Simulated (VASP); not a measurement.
Set up this calculation in VASP 6.6.1, as the native input.

```yaml
Task: single point
Functional: LDA
Potentials_or_basis: VASP PAW LDA potentials, release 64 (Hf_pv, O)
Cutoff: 600 eV
k_mesh: 8 × 8 × 8
Occupations: gaussian, width 0.02 eV
Spin: no spin polarisation
Dipole_correction: no
Further_INCAR_settings: ALGO = Normal; EDIFF = 1e-06; NBANDS = 18
```

The structure of HfO2 lies in POSCAR:

```
HfO2
1.0
    0.0000000000      2.5256452645      2.5256452645
    2.5256452645      0.0000000000      2.5256452645
    2.5256452645      2.5256452645      0.0000000000
Hf O
1 2
Direct
    0.0000000000      0.0000000000      0.0000000000
    0.7500000000      0.7500000000      0.7500000000
    0.2500000000      0.2500000000      0.2500000000
```

These files were run (other wordings do the same):

INCAR

```
ALGO = Normal
EDIFF = 1E-6
ENCUT = 600
GGA_COMPAT = F
ISIF = 2
ISMEAR = 0
LASPH = T
LCHARG = F
LREAL = F
LWAVE = F
NBANDS = 18
NELM = 120
PREC = Accurate
SIGMA = 0.02
```

KPOINTS

```
k-points
0
Gamma
  8 8 8
```

Potentials or basis: VASP PAW LDA potentials, release 64 (Hf_pv, O).

Command:

```sh
$ cat potpaw_LDA.64/Hf_pv/POTCAR potpaw_LDA.64/O/POTCAR > POTCAR
$ mpirun -np 1 vasp_std > vasp.out
```

It gave:

```
Pressure               : -11.3 GPa
Band gap on the k mesh : 3.62 eV
```

Caveat: the cell stands under tension; spin-orbit coupling is left out, which moves the levels of the heavy elements.

Wall time 30 s on 1 thread of Intel(R) Xeon(R) Platinum 8259CL CPU @ 2.50GHz (Skylake/Cascade Lake), on a shared host, peak memory 0.16 GiB.
